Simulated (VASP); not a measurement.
# WSe (F-43m) in VASP: a series of runs, part 2 of 2

VASP 6.6.1. Earlier steps stand in the parts before.

## 6. Single point, PBE, collinear spin

INCAR

```
ALGO = Normal
EDIFF = 1E-6
ENCUT = 520
GGA = PE
ISIF = 2
ISMEAR = 0
ISPIN = 2
LASPH = True
LCHARG = False
LMAXMIX = 4
LORBIT = 11
LREAL = False
LWAVE = False
MAGMOM = 0.5 0
NBANDS = 21
NELM = 150
PREC = Accurate
SIGMA = 0.1
```

KPOINTS

```
k-points
0
Gamma
  12 12 12
```

POSCAR

```
WSe
1.0
    0.0000000000      2.8388664208      2.8388664208
    2.8388664208      0.0000000000      2.8388664208
    2.8388664208      2.8388664208      0.0000000000
W Se
1 1
Direct
    0.0000000000      0.0000000000      0.0000000000
    0.2500000000      0.2500000000      0.2500000000
```

Potentials or basis: VASP PAW PBE potentials, release 64 (W_sv, Se).

Started as:

```
cat potpaw_PBE.64/W_sv/POTCAR potpaw_PBE.64/Se/POTCAR > POTCAR
mpirun -np 1 vasp_std > vasp.out
```

OUTCAR:

```text
EDIFF = 1E-6
   ENCUT = 520
   GGA = PE
   ISIF = 2
   ISMEAR = 0
   ISPIN = 2
   LASPH = True
   LORBIT = 11
   LREAL = False
   NELM = 150
   PREC = Accurate

 ion  position               nearest neighbor table
   1  0.000  0.000  0.000-   2 2.46   2 2.46   2 2.46   2 2.46
   2  0.250  0.250  0.250-   1 2.46   1 2.46   1 2.46   1 2.46

  LATTYP: Found a face centered cubic cell.
 ALAT       =     5.6777328416

  Lattice vectors:

 A1 = (   0.0000000000,   2.8388664208,   2.8388664208)
 A2 = (   2.8388664208,   0.0000000000,   2.8388664208)
 A3 = (   2.8388664208,   2.8388664208,   0.0000000000)

Analysis of symmetry for initial positions (statically):
=====================================================================
 Subroutine PRICEL returns:
 Original cell was already a primitive cell.

 Routine SETGRP: Setting up the symmetry group for a
 face centered cubic supercell.

 Subroutine GETGRP returns: Found 24 space group operations
 (whereof 24 operations were pure point group operations)
 out of a pool of 48 trial point group operations.

The static configuration has the point symmetry T_d .

Analysis of symmetry for dynamics (positions and initial velocities):
=====================================================================
 Subroutine PRICEL returns:
 Original cell was already a primitive cell.

 Routine SETGRP: Setting up the symmetry group for a
 face centered cubic supercell.

 Subroutine GETGRP returns: Found 24 space group operations
 (whereof 24 operations were pure point group operations)
 out of a pool of 48 trial point group operations.

The dynamic configuration has the point symmetry T_d .

Analysis of structural, dynamic, and magnetic symmetry:
=====================================================================
 Subroutine PRICEL returns:
 Original cell was already a primitive cell.

 Routine SETGRP: Setting up the symmetry group for a
 face centered cubic supercell.

 Subroutine GETGRP returns: Found 24 space group operations
[... 148 lines left out ...]
  ext. energy  EPLUGINS =         0.00000000
  ---------------------------------------------------
  free energy    TOTEN  =       -14.40826987 eV

  energy without entropy =      -14.39424664  energy(sigma->0) =      -14.40125825

 E-fermi :   6.0158     XC(G=0): -10.4303

 val. band max:        6.0154888026   @ k =   0.4167   0.1667   0.0000
 cond. band min:       6.0167088125   @ k =  -0.4167   0.1667   0.0833
 fundamental gap:      0.0012200099
 Fermi energy:         6.0158038885

 spin component 1

 k-point     1 :       0.0000    0.0000    0.0000
  band No.  band energies     occupation
      1     -67.9959      1.00000
      2     -32.2662      1.00000
      3     -32.2662      1.00000
      4     -32.2662      1.00000
      5      -9.2613      1.00000
      6       0.8063      1.00000
[... 565 lines left out ...]
     20      19.2127      0.00000
     21      21.6830      0.00000

 [... further k-points ...]

 spin component 2

 k-point     1 :       0.0000    0.0000    0.0000
  band No.  band energies     occupation
      1     -67.9969      1.00000
      2     -32.2673      1.00000
      3     -32.2673      1.00000
      4     -32.2673      1.00000
      5      -9.2610      1.00000
      6       0.8063      1.00000
[... 565 lines left out ...]
     20      19.2126      0.00000
     21      21.6829      0.00000

 [... further k-points ...]

------------------------ aborting loop because EDIFF is reached ----------------------------------------

  FORCE on cell =-STRESS in cart. coord.  units (eV):
  Direction    XX          YY          ZZ          XY          YZ          ZX
  --------------------------------------------------------------------------------------
  -------------------------------------------------------------------------------------
  Total       -0.4594160     -0.4594160     -0.4594160      0.0000000      0.0000000     -0.0000000
  in kB      -16.0861391    -16.0861391    -16.0861391      0.0000000      0.0000000     -0.0000000
  external PRESSURE =     -16.0861391 kB  Pullay stress =       0.0000000 kB

 VOLUME and BASIS-vectors are now :
 -----------------------------------------------------------------------------
  energy-cutoff  :      520.00
  volume of cell :       45.76
      direct lattice vectors                 reciprocal lattice vectors
     0.000000000  2.838866421  2.838866421    -0.176126639  0.176126639  0.176126639
     2.838866421  0.000000000  2.838866421     0.176126639 -0.176126639  0.176126639
     2.838866421  2.838866421  0.000000000     0.176126639  0.176126639 -0.176126639

 POSITION                                       TOTAL-FORCE (eV/Angst)
 -----------------------------------------------------------------------------------
      0.00000      0.00000      0.00000         0.000000      0.000000      0.000000
      1.41943      1.41943      1.41943        -0.000000     -0.000000     -0.000000
 -----------------------------------------------------------------------------------
    total drift:                                0.000000      0.000000      0.000000

  FREE ENERGIE OF THE ION-ELECTRON SYSTEM (eV)
  ---------------------------------------------------
  free  energy   TOTEN  =       -14.4082698678 eV

  energy  without entropy=      -14.3942466415  energy(sigma->0) =      -14.40125825

 total charge

# of ion       s       p       d       tot
------------------------------------------
    1        2.307   6.156   3.542  12.004
    2        1.416   2.410   0.165   3.990
--------------------------------------------------
tot          3.723   8.565   3.707  15.995

 magnetization (x)

# of ion       s       p       d       tot
------------------------------------------
    1       -0.000  -0.000  -0.002  -0.002
    2        0.000   0.000  -0.000   0.000
--------------------------------------------------
tot         -0.000   0.000  -0.002  -0.002
```

Run time: 78 s. Hardware: 1 thread of Intel Xeon 6975P-C (Granite Rapids), shared host; peak memory 0.26 GiB.

Results:

```
Free energy                                           : -14.4083 eV
Pressure                                              : -1.6 GPa
Band gap on the k mesh                                : zero (filled and empty bands overlap)
Net moment                                            : 0.00 μB per cell
Valence electrons inside the program's atomic spheres : W 12.00; Se 3.99
```

Levels at points of the mesh, in eV from the Fermi level:
Spin up:
```
           k point  band 6  band 7  band 8  band 9  band 10  band 11  band 12  band 13  band 14  band 15
(0.00, 0.00, 0.00)   -5.21   -5.21   -5.21   -0.49    -0.49     0.40     4.58     4.58     4.58     7.16
(0.50, 0.00, 0.00)   -6.27   -4.83   -4.83   -0.19    -0.11    -0.11     2.29     2.29     3.07     8.15
(0.50, 0.50, 0.00)   -6.74   -4.18   -4.18   -1.68    -0.48     0.45     0.88     0.88     6.34     7.23
```
Spin down:
| k point | band 8 | band 9 | band 10 | band 11 | band 12 | band 13 |
| --- | --- | --- | --- | --- | --- | --- |
| (0.00, 0.00, 0.00) | -5.21 | -0.49 | -0.49 | 0.41 | 4.58 | 4.58 |
| (0.50, 0.00, 0.00) | -4.83 | -0.19 | -0.11 | -0.11 | 2.29 | 2.29 |
| (0.50, 0.50, 0.00) | -4.18 | -1.67 | -0.48 | 0.44 | 0.88 | 0.88 |

Caveat: spin-orbit coupling is left out, which moves the levels of the heavy elements.
